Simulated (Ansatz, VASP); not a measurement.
# Two plane-wave programs on Tl2H

```xyz
3
Lattice="2.2872 1.3205 3.8311 -2.2872 1.3205 3.8311 0.0000 -2.6410 3.8311" Properties=species:S:1:pos:R:3 pbc="T T T"
Tl    0.0000    0.0000    3.2089
Tl    0.0000    0.0000    8.2844
H     0.0000    0.0000    0.0000
```

Alike in both runs: task single point; functional PBE; k mesh 6 × 6 × 6; occupations gaussian, width 0.1 eV; no spin polarisation.

|  | VASP | Ansatz |
| --- | --- | --- |
| version | VASP 6.6.1 | Ansatz 0.2.0 |
| potentials or method | VASP PAW PBE potentials, release 64 (Tl_d, H), cutoff 520 eV | scalar-relativistic, plane waves, PAW |
| valence electrons in the cell | 27 | 27 |

Ansatz gave:

```
gap on the k mesh at the Fermi level (eV)                     : none
pressure (GPa)                                                : 4.5
traceless stress, the component that is largest in VASP (GPa) : -3.90
rms of the force components (eV/Å)                            : 0.566
```

Question: Which values does VASP return?

Answer: gap on the k mesh at the Fermi level (eV): none; pressure (GPa): 4.5; traceless stress, the component that is largest in VASP (GPa): -3.92; rms of the force components (eV/Å): 0.566.

Atom by atom the forces differ by 0.000 eV/Å (rms over components). A gap of «none» marks a metal or a gap that the smearing closes. With one functional, cell and mesh, what is left measures potentials, basis and numerics.

Spin-orbit coupling is off throughout.
